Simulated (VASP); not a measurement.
# Zr4Si7 in VASP: single point with r2SCAN

Aim: the single point of Zr4Si7 with r2SCAN.

Program: VASP 6.6.1. These are calculated values, not measurements. Logs are shortened: lines on timing, memory, paths and dates and some standing lists are left out, and cuts for length are marked.

## Step 1: The cell of the first run

The typed cell holds 22 atoms: a = 7.443 Å, b = 7.550 Å, c = 8.223 Å, α = 83.29°, β = 63.13°, γ = 75.38°.

## Step 2: Single point, r2SCAN

POSCAR reads:

```
Zr4Si7
1.0
    7.4432223669     -0.0224102929      0.0024431105
    1.8833851186     -7.3108398300     -0.0108162605
    3.7191827751     -0.0224782883     -7.3337163851
Zr Si
8 14
Direct
    0.1138094077      0.7953076333      0.8756356368
    0.3703199595      0.7890763064      0.3809917165
    0.6171233618      0.7884626871      0.8708395252
    0.8626024258      0.7915737742      0.3753068900
    0.6381015423      0.2034716745      0.6239189718
    0.8892940162      0.2072391643      0.1242157096
    0.1347465002      0.2103805524      0.6286831389
    0.3816482476      0.2096802343      0.1185293522
    0.2871068091      0.1006016626      0.8763187468
    0.5323619098      0.1112617146      0.3703281067
    0.7836849822      0.1053356086      0.8770456813
    0.0408403382      0.1114733483      0.3743293806
    0.4647330690      0.8982088166      0.6231982865
    0.7110985291      0.8873215513      0.1252094432
    0.9682529903      0.8933821644      0.6224620891
    0.2195627926      0.8875469547      0.1292108733
    0.4409201339      0.4984048991      0.8652666501
    0.6962974604      0.4986508121      0.3754076897
    0.9469383175      0.5029476390      0.8731041250
    0.3108749268      0.5003979307      0.6343658723
    0.8048432876      0.4958654330      0.6265118938
    0.0555540695      0.5000967886      0.1241926274
```

INCAR.step1 reads:

```
SYSTEM = Zr4Si7
ALGO = Normal ; EDIFF = 1E-4
ENCUT = 520 ; GGA = PE
ISMEAR = 0 ; ISYM = 0
LASPH = .TRUE. ; LCHARG = .FALSE.
LREAL = Auto ; LWAVE = .TRUE.
NBANDS = 93 ; NELM = 80
PREC = Accurate ; SIGMA = 0.1
```

INCAR.step2 reads:

```
SYSTEM = Zr4Si7
ALGO = Normal ; EDIFF = 1E-6
ENCUT = 520 ; ISIF = 2
ISMEAR = 0 ; ISTART = 1
ISYM = 0 ; LASPH = .TRUE.
LCHARG = .TRUE. ; LELF = .TRUE.
LMIXTAU = .TRUE. ; LREAL = Auto
LVHAR = .TRUE. ; LWAVE = .FALSE.
METAGGA = R2SCAN ; NBANDS = 93
NELM = 80 ; PREC = Accurate
SIGMA = 0.1
```

KPOINTS reads:

```
Automatic mesh
0
Gamma
  2 2 2
  0.5 0.5 0.5
```

Potentials or basis: VASP PAW PBE potentials, release 64 (Zr_sv, Si).

On the command line:

```console
cat potpaw_PBE.64/Zr_sv/POTCAR potpaw_PBE.64/Si/POTCAR > POTCAR
cp INCAR.step1 INCAR
mpirun -np 1 vasp_std > vasp.out
cp INCAR.step2 INCAR
mpirun -np 1 vasp_std > vasp.out
```

OUTCAR:

```text
SYSTEM = Zr4Si7
   EDIFF = 1E-6
   ENCUT = 520
   ISIF = 2
   ISMEAR = 0
   ISTART = 1
   ISYM = 0
   LASPH = .TRUE.
   LREAL = Auto
   METAGGA = R2SCAN
   NELM = 80
   PREC = Accurate

 ion  position               nearest neighbor table
   1  0.114  0.795  0.876-  15 2.71  14 2.72  13 2.74  16 2.75  20 2.79  19 2.80  22 2.82  17 2.84
                             9 2.91  11 2.93   6 3.52   7 3.53   2 3.63   4 3.67   3 3.72   3 3.73
   2  0.370  0.789  0.381-  13 2.66  14 2.68  15 2.71  16 2.72  20 2.81  18 2.82  10 2.95  12 3.00
                             7 3.58   8 3.62   1 3.63   4 3.65   3 3.74   4 3.80
   3  0.617  0.788  0.871-  13 2.71  14 2.72  16 2.72  15 2.73  21 2.79  19 2.83  17 2.84   9 2.93
                            11 2.97   5 3.53   8 3.58   4 3.63   1 3.72   1 3.73   2 3.74
   4  0.863  0.792  0.375-  13 2.70  14 2.71  16 2.73  15 2.73  18 2.79  22 2.82  21 2.84  10 2.99
                            12 3.03   5 3.52   6 3.55   3 3.63   2 3.65   1 3.67   2 3.80
   5  0.638  0.203  0.624-  11 2.71  12 2.72   9 2.74  10 2.75  17 2.79  21 2.80  18 2.82  20 2.84
                            13 2.91  15 2.93   4 3.52   3 3.53   8 3.63   6 3.67   7 3.72   7 3.73
   6  0.889  0.207  0.124-   9 2.70  12 2.71  10 2.73  11 2.73  22 2.79  18 2.82  19 2.84  16 2.99
                            14 3.03   1 3.52   4 3.55   7 3.63   8 3.65   5 3.67   8 3.80
   7  0.135  0.210  0.629-   9 2.71  12 2.71  10 2.72  11 2.73  19 2.79  21 2.83  20 2.84  13 2.93
                            15 2.97   1 3.53   2 3.58   6 3.63   5 3.72   5 3.73   8 3.74
   8  0.382  0.210  0.119-   9 2.66  12 2.68  11 2.71  10 2.72  17 2.81  22 2.82  16 2.95  14 3.00
                             3 3.58   2 3.62   5 3.63   6 3.65   7 3.74   6 3.80
   9  0.287  0.101  0.876-  13 2.38  16 2.42   8 2.66   6 2.70   7 2.71   5 2.74   1 2.91   3 2.93

  10  0.532  0.111  0.370-  13 2.42  14 2.43   7 2.72   8 2.72   6 2.73   5 2.75   2 2.95   4 2.99

  11  0.784  0.105  0.877-  14 2.42  15 2.43   8 2.71   5 2.71   6 2.73   7 2.73   1 2.93   3 2.97
[... 11 lines left out ...]
  17  0.441  0.498  0.865-  20 2.49  21 2.52  22 2.69   5 2.79   8 2.81   3 2.84   1 2.84
  18  0.696  0.499  0.375-  21 2.53  22 2.54  20 2.69   4 2.79   2 2.82   5 2.82   6 2.82
  19  0.947  0.503  0.873-  20 2.52  22 2.53  21 2.69   7 2.79   1 2.80   3 2.83   6 2.84
  20  0.311  0.500  0.634-  17 2.49  19 2.52  18 2.69   1 2.79   2 2.81   7 2.84   5 2.84
  21  0.805  0.496  0.627-  17 2.52  18 2.53  19 2.69   3 2.79   5 2.80   7 2.83   4 2.84
  22  0.056  0.500  0.124-  19 2.53  18 2.54  17 2.69   6 2.79   8 2.82   4 2.82   1 2.82

IMPORTANT INFORMATION: All symmetrisations will be switched off!
NOSYMM: (Re-)initialisation of all symmetry stuff for point group C_1.

----------------------------------------------------------------------------------------

                                     Primitive cell

  volume of cell :     398.8289

  direct lattice vectors                    reciprocal lattice vectors
     7.443222367 -0.022410293  0.002443110     0.134432038  0.034531059  0.068069324
     1.883385119 -7.310839830 -0.010816260    -0.000412221 -0.136889697  0.000210524
     3.719182775 -0.022478288 -7.333716385     0.000045392  0.000213398 -0.136334148

  length of vectors
     7.443256505  7.549545385  8.222908354     0.154589132  0.136890479  0.136334323

  position of ions in fractional coordinates (direct lattice)
[... 120 lines left out ...]
  Fermi-wavevector in a.u.,A,eV,Ry     =   1.186936  2.242983 19.168107  1.408816
  Thomas-Fermi vector in A             =   2.323098
   LORBIT       =      0    0 simple, 1 ext, 2 COOP (PROOUT), +10 PAW based schemes
   METAGGA = R2SCAN    functional components
   LHFCALC =     F    Hartree Fock is set to
   AEXX    =    0.0000 exact exchange contribution
   IVDW    =     0    specifies the selected vdW correction
   LEPSILON=     F    determine dielectric tensor
   LRPA    =     F    only Hartree local field effects (RPA)
 non-spin polarized calculation
 Gauss-broadening in eV      SIGMA  =   0.10
  energy-cutoff  :      520.00
  volume of cell :      398.83
 maximum number of plane-waves:     10752
   NGX = 27   NGY = 29   NGZ = 31

 number of electron     151.9999999 magnetization

 Free energy of the ion-electron system (eV)
  ---------------------------------------------------
  ext. energy  EPLUGINS =         0.00000000
  ---------------------------------------------------
  free energy    TOTEN  =      -317.38933788 eV

  energy without entropy =     -317.36215328  energy(sigma->0) =     -317.37574558

 E-fermi :   8.8765     XC(G=0): -11.5804

 val. band max:        8.7946573566   @ k =   0.2500  -0.2500   0.2500
 cond. band min:       8.9473702508   @ k =  -0.2500  -0.2500   0.2500
 fundamental gap:      0.1527128943
 Fermi energy:         8.8765111850

 k-point     1 :       0.2500    0.2500    0.2500
  band No.  band energies     occupation
      1     -41.6349      2.00000
      2     -41.6286      2.00000
      3     -41.5199      2.00000
      4     -41.5118      2.00000
      5     -41.4430      2.00000
      6     -41.4424      2.00000
[... 353 lines left out ...]
     87      11.1274      0.00000
     88      11.2495      0.00000
 [bands above 88 left out]

------------------------ aborting loop because EDIFF is reached ----------------------------------------

  FORCE on cell =-STRESS in cart. coord.  units (eV):
  Direction    XX          YY          ZZ          XY          YZ          ZX
  --------------------------------------------------------------------------------------
  -------------------------------------------------------------------------------------
  Total        0.0171759     -0.0178077     -0.1269215     -0.0074395      0.0515044      0.0049680
  in kB        0.0689992     -0.0715370     -0.5098696     -0.0298861      0.2069038      0.0199575
  external PRESSURE =      -0.1708025 kB  Pullay stress =       0.0000000 kB

 VOLUME and BASIS-vectors are now :
 -----------------------------------------------------------------------------
  energy-cutoff  :      520.00
  volume of cell :      398.83
      direct lattice vectors                 reciprocal lattice vectors
     7.443222367 -0.022410293  0.002443110     0.134432038  0.034531059  0.068069324
     1.883385119 -7.310839830 -0.010816260    -0.000412221 -0.136889697  0.000210524
     3.719182775 -0.022478288 -7.333716385     0.000045392  0.000213398 -0.136334148

 POSITION                                       TOTAL-FORCE (eV/Angst)
 -----------------------------------------------------------------------------------
      5.60163     -5.83660     -6.42999         0.001744      0.004675     -0.003418
      5.65949     -5.78567     -2.80172        -0.003472     -0.013468     -0.003412
      9.31718     -5.79773     -6.39351        -0.003939      0.004320      0.012064
      9.30721     -5.81484     -2.75885         0.005061      0.016410      0.000142
      7.45322     -1.51587     -4.57629        -0.003395     -0.004596      0.003058
      7.47151     -1.53781     -0.91103        -0.003600     -0.013219     -0.002728
[... 14 lines left out ...]
      9.25465     -3.65731     -4.59806        -0.012404     -0.002096     -0.003967
      1.81727     -3.66016     -0.91607        -0.006461     -0.003212      0.000722
 -----------------------------------------------------------------------------------
    total drift:                                0.001133     -0.002031     -0.002009

  FREE ENERGIE OF THE ION-ELECTRON SYSTEM (eV)
  ---------------------------------------------------
  free  energy   TOTEN  =      -317.3893378805 eV

  energy  without entropy=     -317.3621532816  energy(sigma->0) =     -317.37574558
```

OUTCAR.step1:

```text
SYSTEM = Zr4Si7
   EDIFF = 1E-4
   ENCUT = 520
   GGA = PE
   ISMEAR = 0
[... 607 lines left out ...]
      7.45322     -1.51587     -4.57629        -0.016059      0.057924      0.021011
      7.47151     -1.53781     -0.91103        -0.056980      0.003258     -0.016970
[... 14 lines left out ...]
      9.25465     -3.65731     -4.59806         0.090564     -0.000952      0.045330
      1.81727     -3.66016     -0.91607         0.075990      0.005317     -0.022322
 -----------------------------------------------------------------------------------
    total drift:                                0.001156     -0.003344     -0.002098

  FREE ENERGIE OF THE ION-ELECTRON SYSTEM (eV)
  ---------------------------------------------------
  free  energy   TOTEN  =      -156.6376355371 eV

  energy  without entropy=     -156.6034186162  energy(sigma->0) =     -156.62052708
```

It took 11 min on 1 thread of Intel Xeon Platinum 8488C (Sapphire Rapids), shared host; peak memory 0.55 GiB.

What came out:

| Item | Value |
| --- | --- |
| Free energy | -317.3893 eV |
| Pressure | 0.0 GPa |
| Largest force | 0.017 eV/Å |
| Band gap on the k mesh | zero (bands 76 and 77 overlap by 0.22 eV) |

Forces in eV/Å, atoms in the order of the input:
```
Zr   0.002  0.005 -0.003
Zr  -0.003 -0.013 -0.003
Zr  -0.004  0.004  0.012
Zr   0.005  0.016  0.000
Zr  -0.003 -0.005  0.003
Zr  -0.004 -0.013 -0.003
Zr   0.003 -0.002 -0.013
Zr  -0.002  0.013  0.004
Si   0.003  0.005 -0.007
Si   0.001  0.012 -0.005
Si  -0.002  0.008 -0.009
Si   0.000  0.009 -0.004
Si   0.002 -0.007  0.004
Si  -0.001 -0.009  0.006
Si   0.002 -0.009  0.009
Si  -0.004 -0.015  0.005
Si   0.000  0.002  0.017
Si   0.008  0.001  0.000
Si   0.014  0.001  0.004
Si   0.002  0.001 -0.013
Si  -0.012 -0.002 -0.004
Si  -0.006 -0.003  0.001
```

Caveat: the k points lie up to 0.49 Å⁻¹ apart; the PAW data sets were made with another functional, which shifts forces and pressure a little.

The gap in the log of VASP goes by the Fermi energy; the results here count the filled bands.